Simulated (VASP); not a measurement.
A run of VASP 6.6.1 is set up as follows.

File INCAR:

```
PREC = Accurate
ENCUT = 520
EDIFF = 1E-6
ISMEAR = -1
SIGMA = 0.1
LREAL = False
LASPH = True
NELM = 60
ALGO = Normal
ISIF = 2
LWAVE = False
LCHARG = False
GGA = PS
NBANDS = 28
```

The input KPOINTS:

```
Automatic mesh
0
Gamma
  10 10 13
```

Contents of POSCAR:

```
Ru
1.0
    4.3334679526      0.0000000000      0.0000000000
   -2.1667339763      3.7528933334      0.0000000000
    0.0000000000      0.0000000000      2.7196508868
Ru
3
Direct
    0.0000000000      1.0000000000      0.0000000000
    0.3333333333      0.6666666667      0.5000000000
    0.6666666667      0.3333333333      0.5000000000
```

Potentials or basis: VASP PAW PBE potentials, release 64 (Ru_pv).

Launch:

```console
$ cat potpaw_PBE.64/Ru_pv/POTCAR > POTCAR
$ mpirun -np 1 vasp_std > vasp.out
```

Q: Estimate the band gap on the k mesh.

A: Zero (band 21 reaches 12.35 eV, above the bottom of band 22 at 10.22 eV).

Q: Predict the pressure.

A: -20.9 GPa.

Stress tensor (GPa, compression positive):
```
-21.87   0.00   0.00
  0.00 -21.87   0.00
  0.00   0.00 -18.92
```

Caveat: the PAW data sets were made with another functional, which shifts forces and pressure a little.
